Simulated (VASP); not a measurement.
# Nb (Im-3m) in VASP: a series of runs

Nb is run at these levels: PBE; tasks: single point, relaxation of cell and atoms.

All numbers are computed with VASP 6.6.1; they aren't measurements. Logs are shortened: lines on timing, memory, paths and dates and some standing lists are left out, and cuts for length are marked.

## (1) The cell of the first run

The structure is cubic, space group Im-3m (No. 229). Conventional cell: a = 3.312 Å, b = 3.312 Å, c = 3.312 Å, α = 90.00°, β = 90.00°, γ = 90.00°. Within 3.8 Å of Nb (site symmetry m-3m) lie 14 Nb at 2.87 to 3.31 Å.

## (2) Single point, PBE

INCAR reads:

```
PREC = Accurate
ENCUT = 520
EDIFF = 1E-6
ISMEAR = -1
SIGMA = 0.08
LREAL = F
LASPH = T
NELM = 60
ALGO = Normal
ISIF = 2
LWAVE = F
LCHARG = T
GGA = PE
LELF = T
LVHAR = T
NBANDS = 12
```

KPOINTS reads:

```
regular mesh
0
Gamma
  18 18 18
```

POSCAR reads:

```
Nb
1.0
   -1.6558069311      1.6558069311      1.6558069311
    1.6558069311     -1.6558069311      1.6558069311
    1.6558069311      1.6558069311     -1.6558069311
Nb
1
Direct
    0.0000000000      0.0000000000      0.0000000000
```

Potentials or basis: VASP PAW PBE potentials, release 64 (Nb_sv).

The run is started by

```console
$ cat potpaw_PBE.64/Nb_sv/POTCAR > POTCAR
$ mpirun -np 1 vasp_std > vasp.out
```

OUTCAR:

```text
PREC = Accurate
   ENCUT = 520
   EDIFF = 1E-6
   ISMEAR = -1
   LREAL = F
   LASPH = T
   NELM = 60
   ISIF = 2
   GGA = PE

 ion  position               nearest neighbor table
   1  0.000  0.000  0.000-

  LATTYP: Found a body centered cubic cell.
 ALAT       =     3.3116138622

  Lattice vectors:

 A1 = (  -1.6558069311,   1.6558069311,   1.6558069311)
 A2 = (   1.6558069311,  -1.6558069311,   1.6558069311)
 A3 = (   1.6558069311,   1.6558069311,  -1.6558069311)

Analysis of symmetry for initial positions (statically):
=====================================================================
 Subroutine PRICEL returns:
 Original cell was already a primitive cell.

 Routine SETGRP: Setting up the symmetry group for a
 body centered cubic supercell.

 Subroutine GETGRP returns: Found 48 space group operations
 (whereof 48 operations were pure point group operations)
 out of a pool of 48 trial point group operations.

The static configuration has the point symmetry O_h .

Analysis of symmetry for dynamics (positions and initial velocities):
=====================================================================
 Subroutine PRICEL returns:
 Original cell was already a primitive cell.

 Routine SETGRP: Setting up the symmetry group for a
 body centered cubic supercell.

 Subroutine GETGRP returns: Found 48 space group operations
 (whereof 48 operations were pure point group operations)
 out of a pool of 48 trial point group operations.

The dynamic configuration has the point symmetry O_h .

 Subroutine INISYM returns: Found 48 space group operations
 (whereof 48 operations are pure point group operations),
 and found     1 'primitive' translations

----------------------------------------------------------------------------------------

                                     Primitive cell

  volume of cell :      18.1589

  direct lattice vectors                    reciprocal lattice vectors
    -1.655806931  1.655806931  1.655806931     0.000000000  0.301967573  0.301967573
     1.655806931 -1.655806931  1.655806931     0.301967573  0.000000000  0.301967573
     1.655806931  1.655806931 -1.655806931     0.301967573  0.301967573  0.000000000

  length of vectors
     2.867941732  2.867941732  2.867941732     0.427046637  0.427046637  0.427046637

  position of ions in fractional coordinates (direct lattice)
     0.000000000  0.000000000  0.000000000

  ion indices of the primitive-cell ions
   primitive index   ion index
                 1           1

----------------------------------------------------------------------------------------

 KPOINTS: regular mesh

Automatic generation of k-mesh.
 Grid dimensions read from file:
 generate k-points for:   18   18   18

 Generating k-lattice:

  Cartesian coordinates                     Fractional coordinates (reciprocal lattice)
     0.000000000  0.016775976  0.016775976     0.055555556  0.000000000  0.000000000
     0.016775976  0.000000000  0.016775976     0.000000000  0.055555556  0.000000000
     0.016775976  0.016775976  0.000000000     0.000000000  0.000000000  0.055555556

  Length of vectors
     0.023724813  0.023724813  0.023724813

  Shift w.r.t. Gamma in fractional coordinates (k-lattice)
     0.000000000  0.000000000  0.000000000

 Subroutine IBZKPT returns following result:
 ===========================================

 Found    195 irreducible k-points:

 Following reciprocal coordinates:
            Coordinates               Weight
  0.000000  0.000000  0.000000      1.000000
  0.055556  0.000000  0.000000     12.000000
  0.111111  0.000000  0.000000     12.000000
  0.166667  0.000000  0.000000     12.000000
  0.222222  0.000000  0.000000     12.000000
  0.277778  0.000000  0.000000     12.000000
[... 16 lines left out ...]
  0.333333  0.111111  0.000000     48.000000
  0.388889  0.111111  0.000000     48.000000
 [... further k-points ...]
   k-points           NKPTS =    195   k-points in BZ     NKDIM =    195   number of bands    NBANDS=     12
   number of dos      NEDOS =    301   number of ions     NIONS =      1
   total plane-waves  NPLWV =  13824
   dimension x,y,z NGX =    24 NGY =   24 NGZ =   24
   dimension x,y,z NGXF=    48 NGYF=   48 NGZF=   48
   ions per type =               1
   NGX,Y,Z   is equivalent  to a cutoff of  13.91, 13.91, 13.91 a.u.
   NGXF,Y,Z  is equivalent  to a cutoff of  27.82, 27.82, 27.82 a.u.
 SYSTEM =  unknown system
   PREC   = accura    normal or accurate (medium, high low for compatibility)
   ISTART =      0    job   : 0-new  1-cont  2-samecut
   ICHARG =      2    charge: 1-file 2-atom 10-const
   ISPIN  =      1    spin polarized calculation?
   LNONCOLLINEAR =      F non collinear calculations
   LSORBIT =      F    spin-orbit coupling
   LASPH  =      T    aspherical Exc in radial PAW
   ENCUT  =  520.0 eV  38.22 Ry    6.18 a.u.   5.33  5.33  5.33*2*pi/ulx,y,z
   NELM   =     60;   NELMIN=  2; NELMDL= -5     # of ELM steps
   EDIFF  = 0.1E-05   stopping-criterion for ELM
   LREAL  =      F    real-space projection
   EDIFFG = 0.1E-04   stopping-criterion for IOM
   NSW    =      0    number of steps for IOM
   IBRION =     -1    ionic relax: 0-MD 1-quasi-New 2-CG
   NFREE  =      0    steps in history (QN), initial steepest desc. (CG)
   ISIF   =      2    stress and relaxation
   ISYM   =      2    0-nonsym 1-usesym 2-fastsym
   POTIM  = 0.5000    time-step for ionic-motion
   TEBEG  =    0.0;   TEEND  =   0.0 temperature during run
   PSTRESS=    0.0 pullay stress
   NELECT =      13.0000    total number of electrons
   NUPDOWN=      -1.0000    fix difference up-down
   EMIN   =  10.00;   EMAX   =-10.00  energy-range for DOS
   EFERMI =   0.00;   METHOD = LEGACY
   ISMEAR =    -1;   SIGMA  =   0.08  broadening in eV -4-tet -1-fermi 0-gaus
   EFERMI_NEDOS =   21; number of points for ismear=-14 and -15
   IALGO  =     38    algorithm
   IMIX   =      4    mixing-type and parameters
     AMIX     =   0.40;   BMIX     =  1.00
     AMIX_MAG =   1.60;   BMIX_MAG =  1.00
  volume/ion in A,a.u.               =      18.16       122.54
  Fermi-wavevector in a.u.,A,eV,Ry     =   1.464512  2.767526 29.181711  2.144795
  Thomas-Fermi vector in A             =   2.580479
   LORBIT       =      0    0 simple, 1 ext, 2 COOP (PROOUT), +10 PAW based schemes
   GGA     = PE    functional components
   LHFCALC =     F    Hartree Fock is set to
   AEXX    =    0.0000 exact exchange contribution
   IVDW    =     0    specifies the selected vdW correction
   LEPSILON=     F    determine dielectric tensor
   LRPA    =     F    only Hartree local field effects (RPA)
 non-spin polarized calculation
  energy-cutoff  :      520.00
  volume of cell :       18.16
 maximum number of plane-waves:       500
 NGX is ok and might be reduce to    24
   NGX = 11   NGY = 11   NGZ = 11

 number of electron      13.0000000 magnetization

 Free energy of the ion-electron system (eV)
  ---------------------------------------------------
  ext. energy  EPLUGINS =         0.00000000
  ---------------------------------------------------
  free energy    TOTEN  =       -10.23260175 eV

  energy without entropy =      -10.20016607  energy(sigma->0) =      -10.21638391

 E-fermi :  11.0657     XC(G=0): -12.4584

 val. band max:       11.0640602132   @ k =   0.0556   0.0556   0.0556
 cond. band min:      11.0658169011   @ k =   0.2778   0.0556   0.0556
 fundamental gap:      0.0017566879
 Fermi energy:        11.0656682786

 k-point     1 :       0.0000    0.0000    0.0000
  band No.  band energies     occupation
      1     -43.3136      2.00000
      2     -18.6279      2.00000
      3     -18.6279      2.00000
      4     -18.6279      2.00000
      5       5.1348      2.00000
      6      11.4343      0.01976
      7      11.4343      0.01976
      8      11.4343      0.01976
      9      14.3169      0.00000
     10      14.3169      0.00000
     11      25.2630      0.00000
     12      25.2630      0.00000

 k-point     2 :       0.0556    0.0000    0.0000
  band No.  band energies     occupation
      1     -43.3066      2.00000
      2     -18.6710      2.00000
      3     -18.6410      2.00000
      4     -18.6283      2.00000
      5       5.2616      2.00000
      6      11.3559      0.05179
      7      11.4163      0.02468
      8      11.5549      0.00441
      9      14.1945      0.00000
     10      14.3169      0.00000
     11      25.3681      0.00000
     12      25.4918      0.00000

 k-point     3 :       0.1111    0.0000    0.0000
  band No.  band energies     occupation
      1     -43.2864      2.00000
      2     -18.7936      2.00000
      3     -18.6785      2.00000
      4     -18.6293      2.00000
      5       5.6258      2.00000
      6      11.1395      0.56890
      7      11.3402      0.06265
      8      11.9126      0.00005
      9      13.9322      0.00000
     10      14.3235      0.00000
     11      25.6250      0.00000
     12      26.1194      0.00000
[... 286 lines left out ...]
 k-point    23 :       0.3333    0.1111    0.0000
  band No.  band energies     occupation
      1     -43.0959      2.00000
      2     -19.7766      2.00000
      3     -19.0396      2.00000
      4     -18.6950      2.00000
      5       7.8434      2.00000
      6       9.6838      2.00000
      7      11.5714      0.00359
      8      14.0854      0.00000
      9      15.0775      0.00000
     10      16.9056      0.00000
     11      23.5638      0.00000
     12      24.3476      0.00000

 k-point    24 :       0.3889    0.1111    0.0000
  band No.  band energies     occupation
      1     -43.0761      2.00000
      2     -19.8679      2.00000
      3     -19.0832      2.00000
      4     -18.6970      2.00000
      5       7.7586      2.00000
      6       9.5629      2.00000
      7      12.1528      0.00000
      8      14.2009      0.00000
      9      15.2680      0.00000
     10      17.7284      0.00000
     11      22.8727      0.00000
     12      23.5813      0.00000

 [... further k-points ...]

------------------------ aborting loop because EDIFF is reached ----------------------------------------

  FORCE on cell =-STRESS in cart. coord.  units (eV):
  Direction    XX          YY          ZZ          XY          YZ          ZX
  --------------------------------------------------------------------------------------
  -------------------------------------------------------------------------------------
  Total       -0.0368850     -0.0368850     -0.0368850      0.0000000      0.0000000      0.0000000
  in kB       -3.2543997     -3.2543997     -3.2543997      0.0000000      0.0000000      0.0000000
  external PRESSURE =      -3.2543997 kB  Pullay stress =       0.0000000 kB

 VOLUME and BASIS-vectors are now :
 -----------------------------------------------------------------------------
  energy-cutoff  :      520.00
  volume of cell :       18.16
      direct lattice vectors                 reciprocal lattice vectors
    -1.655806931  1.655806931  1.655806931     0.000000000  0.301967573  0.301967573
     1.655806931 -1.655806931  1.655806931     0.301967573  0.000000000  0.301967573
     1.655806931  1.655806931 -1.655806931     0.301967573  0.301967573  0.000000000

 POSITION                                       TOTAL-FORCE (eV/Angst)
 -----------------------------------------------------------------------------------
      0.00000      0.00000      0.00000         0.000000     -0.000000      0.000000
 -----------------------------------------------------------------------------------
    total drift:                                0.000000      0.000000     -0.000000

  FREE ENERGIE OF THE ION-ELECTRON SYSTEM (eV)
  ---------------------------------------------------
  free  energy   TOTEN  =       -10.2326017545 eV

  energy  without entropy=      -10.2001660662  energy(sigma->0) =      -10.21638391
```

Wall time 28 s (1 thread of Intel Xeon Platinum 8259CL at 2.50GHz (Skylake/Cascade Lake), shared host); peak memory 0.17 GiB.

What came out:

| Property | Result |
| --- | --- |
| Free energy | -10.2326 eV |
| Pressure | -0.3 GPa |

(Continued in part 2 of 2.)
